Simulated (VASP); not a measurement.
Wanted: the native input for a VASP 6.6.1 run.

| Property | Result |
| --- | --- |
| Task | single point |
| Functional | HSE06 |
| Potentials or basis | VASP PAW PBE potentials, release 64 (Ta_pv, N) |
| Cutoff | 520 eV |
| k mesh | 6 × 6 × 6 |
| Occupations | fermi-dirac, width 0.05 eV |
| Spin | no spin polarisation |
| Dipole correction | no |
| Grid for exact exchange (PRECFOCK) | Normal |
| Further INCAR settings | ALGO = Normal; EDIFF = 1e-06; NBANDS = 15 |
| Share of exact exchange | 0.25 |
| Screening parameter | 0.2079 1/Å |

Crystal: TaN.

```xyz
2
Lattice="2.9575 0.0000 0.0000 -1.4787 2.5612 0.0000 0.0000 0.0000 2.9021" Properties=species:S:1:pos:R:3 pbc="T T T"
Ta    0.0000    0.0000    1.4510
N     1.4787    0.8537    0.0000
```

These files were run (other wordings do the same):

POSCAR

```
TaN
1.0
    2.9574575207      0.0000000000      0.0000000000
   -1.4787287603      2.5612333435      0.0000000000
    0.0000000000      0.0000000000      2.9020932717
Ta N
1 1
Direct
    0.0000000000      0.0000000000      0.5000000000
    0.6666666667      0.3333333333      0.0000000000
```

INCAR.step1

```
SYSTEM = TaN
PREC = Accurate ; ENCUT = 520
EDIFF = 1E-5 ; ISMEAR = -1
SIGMA = 0.05 ; LREAL = .FALSE.
LASPH = .TRUE. ; NELM = 60
ALGO = Normal ; ISIF = 2
LWAVE = .TRUE. ; GGA = PE
NBANDS = 15
```

INCAR.step2

```
SYSTEM = TaN
PREC = Accurate ; ENCUT = 520
EDIFF = 1E-6 ; ISMEAR = -1
SIGMA = 0.05 ; LREAL = .FALSE.
LASPH = .TRUE. ; NELM = 60
ALGO = Normal ; ISIF = 2
LWAVE = .FALSE. ; LCHARG = .TRUE.
GGA = PE ; LHFCALC = .TRUE.
HFSCREEN = 0.2079 ; PRECFOCK = Normal
LELF = .TRUE. ; LVHAR = .TRUE.
ISTART = 1 ; NBANDS = 15
```

KPOINTS

```
regular mesh
0
G
  6 6 6
  0 0 0
```

Potentials or basis: VASP PAW PBE potentials, release 64 (Ta_pv, N).

Launch:

```sh
$ cat potpaw_PBE.64/Ta_pv/POTCAR potpaw_PBE.64/N/POTCAR > POTCAR
$ cp INCAR.step1 INCAR
$ mpirun -np 1 vasp_std > vasp.out
$ cp INCAR.step2 INCAR
$ mpirun -np 1 vasp_std > vasp.out
```

It gave:

- Pressure: -11.0 GPa
- Band gap on the k mesh: zero (bands 8 and 9 overlap by 0.41 eV)

Caveat: the k points lie up to 0.41 Å⁻¹ apart; the PAW data sets were made with another functional, which shifts forces and pressure a little; spin-orbit coupling is left out, which moves the levels of the heavy elements.

Wall time 23 min on 1 thread of Intel(R) Xeon(R) Platinum 8488C (Sapphire Rapids) (shared host), peak memory 0.26 GiB.
